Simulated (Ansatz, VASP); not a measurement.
TiO2 in VASP and in Ansatz

```
CELL_PARAMETERS angstrom
-1.93509 1.93509 4.75712
1.93509 -1.93509 4.75712
1.93509 1.93509 -4.75712
ATOMIC_POSITIONS crystal
Ti 0.00000 0.00000 0.00000
Ti 0.75000 0.25000 0.50000
O 0.20528 0.20528 0.00000
O 0.95528 0.45528 0.50000
O 0.54472 0.04472 0.50000
O 0.79472 0.79472 0.00000
```

Alike in both runs: task single point; functional PBE; k mesh 10 × 10 × 10; occupations gaussian, width 0.05 eV; no spin polarisation; Hubbard terms Ti d U = 4.0 eV.

|  | VASP | Ansatz |
| --- | --- | --- |
| version | VASP 6.6.1 | Ansatz 0.2.0 |
| potentials or method | VASP PAW PBE potentials, release 64 (Ti_sv, O), cutoff 520 eV | scalar-relativistic, plane waves, PAW |
| valence electrons in the cell | 48 | 48 |

|  | VASP | Ansatz | Ansatz less VASP |
| --- | --- | --- | --- |
| gap on the k mesh at the Fermi level (eV) | 2.67 | 2.66 | -0.011 |
| least direct gap on the mesh (eV) | 2.94 | 2.92 | -0.015 |
| pressure (GPa) | 5.1 | 0.9 | -4.15 |
| traceless stress, the component that is largest in VASP (GPa) | 6.89 | 6.66 | -0.234 |
| rms of the force components (eV/Å) | 0.338 | 0.237 | -0.1006 |

The programs project onto different local orbitals, so the same U acts differently, and such runs can settle in different states. Atom by atom the forces differ by 0.101 eV/Å (rms over components).
